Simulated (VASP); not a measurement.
# C (Fd-3m) in VASP: single point with PBEsol

Aim: the single point of C with PBEsol.

Everything below comes from runs of VASP 6.6.1. Logs are shortened: lines on timing, memory, paths and dates and some standing lists are left out, and cuts for length are marked.

### 1 The cell of the first run

Symmetry: Fd-3m, No. 227, cubic system. Conventional cell: a = 3.567 Å, b = 3.567 Å, c = 3.567 Å, α = 90.00°, β = 90.00°, γ = 90.00°. Within 2.1 Å of C (site symmetry -43m) lie 4 C at 1.54 Å.

### 2 Single point, PBEsol

INCAR

```
  PREC = Accurate
  ENCUT = 520
  EDIFF = 1E-6
  ISMEAR = 0
  SIGMA = 0.01
  LREAL = False
  LASPH = True
  NELM = 60
  ALGO = Normal
  ISIF = 2
  LWAVE = False
  LCHARG = True
  GGA = PS
  LELF = True
  LVHAR = True
  NBANDS = 11
```

KPOINTS

```
Automatic mesh
0
Gamma
  10 10 10
```

POSCAR

```
C
1.0
    0.0000000000      1.7833700000      1.7833700000
    1.7833700000      0.0000000000      1.7833700000
    1.7833700000      1.7833700000      0.0000000000
C
2
Direct
    0.0000000000      0.0000000000      0.0000000000
    0.2500000000      0.2500000000      0.2500000000
```

Potentials or basis: VASP PAW PBE potentials, release 64 (C).

Launch:

```console
$ cat potpaw_PBE.64/C/POTCAR > POTCAR
$ mpirun -np 1 vasp_std > vasp.out
```

OUTCAR:

```text
PREC = Accurate
   ENCUT = 520
   EDIFF = 1E-6
   ISMEAR = 0
   LREAL = False
   LASPH = True
   NELM = 60
   ISIF = 2
   GGA = PS

 ion  position               nearest neighbor table
   1  0.000  0.000  0.000-   2 1.54   2 1.54   2 1.54   2 1.54
   2  0.250  0.250  0.250-   1 1.54   1 1.54   1 1.54   1 1.54

  LATTYP: Found a face centered cubic cell.
 ALAT       =     3.5667400000

  Lattice vectors:

 A1 = (   0.0000000000,   1.7833700000,   1.7833700000)
 A2 = (   1.7833700000,   0.0000000000,   1.7833700000)
 A3 = (   1.7833700000,   1.7833700000,   0.0000000000)

Analysis of symmetry for initial positions (statically):
=====================================================================
 Subroutine PRICEL returns:
 Original cell was already a primitive cell.

 Routine SETGRP: Setting up the symmetry group for a
 face centered cubic supercell.

 Subroutine GETGRP returns: Found 48 space group operations
 (whereof 24 operations were pure point group operations)
 out of a pool of 48 trial point group operations.

The static configuration has the point symmetry T_d .
 The point group associated with its full space group is O_h .

Analysis of symmetry for dynamics (positions and initial velocities):
=====================================================================
 Subroutine PRICEL returns:
 Original cell was already a primitive cell.

 Routine SETGRP: Setting up the symmetry group for a
 face centered cubic supercell.

 Subroutine GETGRP returns: Found 48 space group operations
 (whereof 24 operations were pure point group operations)
 out of a pool of 48 trial point group operations.

The dynamic configuration has the point symmetry T_d .
 The point group associated with its full space group is O_h .

 Subroutine INISYM returns: Found 48 space group operations
 (whereof 24 operations are pure point group operations),
 and found     1 'primitive' translations

----------------------------------------------------------------------------------------

                                     Primitive cell

  volume of cell :      11.3437

  direct lattice vectors                    reciprocal lattice vectors
     0.000000000  1.783370000  1.783370000    -0.280368067  0.280368067  0.280368067
     1.783370000  0.000000000  1.783370000     0.280368067 -0.280368067  0.280368067
     1.783370000  1.783370000  0.000000000     0.280368067  0.280368067 -0.280368067

  length of vectors
     2.522066041  2.522066041  2.522066041     0.485611737  0.485611737  0.485611737

  position of ions in fractional coordinates (direct lattice)
     0.000000000  0.000000000  0.000000000
     0.250000000  0.250000000  0.250000000

  ion indices of the primitive-cell ions
   primitive index   ion index
                 1           1
                 2           2

----------------------------------------------------------------------------------------

 KPOINTS: Automatic mesh

Automatic generation of k-mesh.
 Grid dimensions read from file:
 generate k-points for:   10   10   10

 Generating k-lattice:

  Cartesian coordinates                     Fractional coordinates (reciprocal lattice)
    -0.028036807  0.028036807  0.028036807     0.100000000  0.000000000  0.000000000
     0.028036807 -0.028036807  0.028036807     0.000000000  0.100000000  0.000000000
     0.028036807  0.028036807 -0.028036807     0.000000000  0.000000000  0.100000000

  Length of vectors
     0.048561174  0.048561174  0.048561174

  Shift w.r.t. Gamma in fractional coordinates (k-lattice)
     0.000000000  0.000000000  0.000000000

 Subroutine IBZKPT returns following result:
 ===========================================

 Found     47 irreducible k-points:

 Following reciprocal coordinates:
            Coordinates               Weight
  0.000000  0.000000  0.000000      1.000000
  0.100000  0.000000  0.000000      8.000000
  0.200000  0.000000  0.000000      8.000000
  0.300000  0.000000  0.000000      8.000000
  0.400000  0.000000  0.000000      8.000000
  0.500000  0.000000  0.000000      4.000000
[... 16 lines left out ...]
  0.300000  0.300000  0.000000      6.000000
  0.400000  0.300000  0.000000     24.000000
 [... further k-points ...]
   k-points           NKPTS =     47   k-points in BZ     NKDIM =     47   number of bands    NBANDS=     11
   number of dos      NEDOS =    301   number of ions     NIONS =      2
   total plane-waves  NPLWV =   8000
   dimension x,y,z NGX =    20 NGY =   20 NGZ =   20
   dimension x,y,z NGXF=    40 NGYF=   40 NGZF=   40
   ions per type =               2
   NGX,Y,Z   is equivalent  to a cutoff of  13.18, 13.18, 13.18 a.u.
   NGXF,Y,Z  is equivalent  to a cutoff of  26.37, 26.37, 26.37 a.u.
 SYSTEM =  unknown system
   PREC   = accura    normal or accurate (medium, high low for compatibility)
   ISTART =      0    job   : 0-new  1-cont  2-samecut
   ICHARG =      2    charge: 1-file 2-atom 10-const
   ISPIN  =      1    spin polarized calculation?
   LNONCOLLINEAR =      F non collinear calculations
   LSORBIT =      F    spin-orbit coupling
   LASPH  =      T    aspherical Exc in radial PAW
   ENCUT  =  520.0 eV  38.22 Ry    6.18 a.u.   4.69  4.69  4.69*2*pi/ulx,y,z
   NELM   =     60;   NELMIN=  2; NELMDL= -5     # of ELM steps
   EDIFF  = 0.1E-05   stopping-criterion for ELM
   LREAL  =      F    real-space projection
   EDIFFG = 0.1E-04   stopping-criterion for IOM
   NSW    =      0    number of steps for IOM
   IBRION =     -1    ionic relax: 0-MD 1-quasi-New 2-CG
   NFREE  =      0    steps in history (QN), initial steepest desc. (CG)
   ISIF   =      2    stress and relaxation
   ISYM   =      2    0-nonsym 1-usesym 2-fastsym
   POTIM  = 0.5000    time-step for ionic-motion
   TEBEG  =    0.0;   TEEND  =   0.0 temperature during run
   PSTRESS=    0.0 pullay stress
   NELECT =       8.0000    total number of electrons
   NUPDOWN=      -1.0000    fix difference up-down
   EMIN   =  10.00;   EMAX   =-10.00  energy-range for DOS
   EFERMI =   0.00;   METHOD = LEGACY
   ISMEAR =     0;   SIGMA  =   0.01  broadening in eV -4-tet -1-fermi 0-gaus
   EFERMI_NEDOS =   21; number of points for ismear=-14 and -15
   IALGO  =     38    algorithm
   IMIX   =      4    mixing-type and parameters
     AMIX     =   0.40;   BMIX     =  1.00
     AMIX_MAG =   1.60;   BMIX_MAG =  1.00
  volume/ion in A,a.u.               =       5.67        38.28
  Fermi-wavevector in a.u.,A,eV,Ry     =   1.457203  2.753714 28.891161  2.123440
  Thomas-Fermi vector in A             =   2.574032
   LORBIT       =      0    0 simple, 1 ext, 2 COOP (PROOUT), +10 PAW based schemes
   GGA     = PS    functional components
   LHFCALC =     F    Hartree Fock is set to
   AEXX    =    0.0000 exact exchange contribution
   IVDW    =     0    specifies the selected vdW correction
   LEPSILON=     F    determine dielectric tensor
   LRPA    =     F    only Hartree local field effects (RPA)
 non-spin polarized calculation
 Gauss-broadening in eV      SIGMA  =   0.01
  energy-cutoff  :      520.00
  volume of cell :       11.34
 maximum number of plane-waves:       322
   NGX =  9   NGY =  9   NGZ =  9

 number of electron       7.9999999 magnetization

 Free energy of the ion-electron system (eV)
  ---------------------------------------------------
  ext. energy  EPLUGINS =         0.00000000
  ---------------------------------------------------
  free energy    TOTEN  =       -19.24875647 eV

  energy without entropy =      -19.24875647  energy(sigma->0) =      -19.24875647

 E-fermi :   9.8148     XC(G=0): -13.4329

 val. band max:        9.7096600081   @ k =   0.0000   0.0000   0.0000
 cond. band min:      13.7449660319   @ k =   0.4000   0.4000   0.0000
 fundamental gap:      4.0353060238
 Fermi energy:         9.8147525335

 k-point     1 :       0.0000    0.0000    0.0000
  band No.  band energies     occupation
      1     -11.8125      2.00000
      2       9.7097      2.00000
      3       9.7097      2.00000
      4       9.7097      2.00000
      5      15.2487      0.00000
      6      15.2487      0.00000
      7      15.2487      0.00000
      8      23.0783      0.00000
      9      28.6666      0.00000
     10      36.1767      0.00000
     11      36.1767      0.00000

 k-point     2 :       0.1000    0.0000    0.0000
  band No.  band energies     occupation
      1     -11.5348      2.00000
      2       8.0226      2.00000
      3       9.2590      2.00000
      4       9.2590      2.00000
      5      15.8394      0.00000
      6      15.8394      0.00000
      7      16.1986      0.00000
      8      23.3008      0.00000
      9      29.1208      0.00000
     10      33.5451      0.00000
     11      33.5451      0.00000

 k-point     3 :       0.2000    0.0000    0.0000
  band No.  band energies     occupation
      1     -10.7070      2.00000
      2       4.8035      2.00000
      3       8.3781      2.00000
      4       8.3781      2.00000
      5      16.9714      0.00000
      6      16.9714      0.00000
      7      17.4134      0.00000
      8      23.9103      0.00000
      9      29.9050      0.00000
     10      32.0221      0.00000
     11      32.0221      0.00000
[... 267 lines left out ...]
 k-point    23 :       0.3000    0.3000    0.0000
  band No.  band energies     occupation
      1      -8.5305      2.00000
      2       3.6443      2.00000
      3       4.7898      2.00000
      4       4.7898      2.00000
      5      13.8343      0.00000
      6      18.2115      0.00000
      7      22.7758      0.00000
      8      22.7758      0.00000
      9      30.4488      0.00000
     10      32.3150      0.00000
     11      40.3888      0.00000

 k-point    24 :       0.4000    0.3000    0.0000
  band No.  band energies     occupation
      1      -7.2065      2.00000
      2       1.6621      2.00000
      3       3.6814      2.00000
      4       4.3174      2.00000
      5      14.3835      0.00000
      6      17.5562      0.00000
      7      23.7606      0.00000
      8      23.8210      0.00000
      9      31.3501      0.00000
     10      32.3822      0.00000
     11      40.3304      0.00000

 [... further k-points ...]

------------------------ aborting loop because EDIFF is reached ----------------------------------------

  FORCE on cell =-STRESS in cart. coord.  units (eV):
  Direction    XX          YY          ZZ          XY          YZ          ZX
  --------------------------------------------------------------------------------------
  -------------------------------------------------------------------------------------
  Total       -0.2658718     -0.2658718     -0.2658718     -0.0000000     -0.0000000      0.0000000
  in kB      -37.5515991    -37.5515991    -37.5515991     -0.0000000     -0.0000000      0.0000000
  external PRESSURE =     -37.5515991 kB  Pullay stress =       0.0000000 kB

 VOLUME and BASIS-vectors are now :
 -----------------------------------------------------------------------------
  energy-cutoff  :      520.00
  volume of cell :       11.34
      direct lattice vectors                 reciprocal lattice vectors
     0.000000000  1.783370000  1.783370000    -0.280368067  0.280368067  0.280368067
     1.783370000  0.000000000  1.783370000     0.280368067 -0.280368067  0.280368067
     1.783370000  1.783370000  0.000000000     0.280368067  0.280368067 -0.280368067

 POSITION                                       TOTAL-FORCE (eV/Angst)
 -----------------------------------------------------------------------------------
      0.00000      0.00000      0.00000         0.000000      0.000000      0.000000
      0.89168      0.89168      0.89168        -0.000000     -0.000000     -0.000000
 -----------------------------------------------------------------------------------
    total drift:                                0.000000      0.000000      0.000000

  FREE ENERGIE OF THE ION-ELECTRON SYSTEM (eV)
  ---------------------------------------------------
  free  energy   TOTEN  =       -19.2487564748 eV

  energy  without entropy=      -19.2487564748  energy(sigma->0) =      -19.24875647
```

It took 9.1 s on 1 thread of Intel Xeon Platinum 8259CL at 2.50GHz (Skylake/Cascade Lake), shared host; peak memory 0.12 GiB.

What came out:

```yaml
Free_energy: -19.2488 eV
Pressure: -3.8 GPa
Band_gap_on_the_k_mesh: 4.04 eV, indirect (least direct gap 5.54 eV)
```

Caveat: the PAW data sets were made with another functional, which shifts forces and pressure a little. A k mesh can miss the band edges.
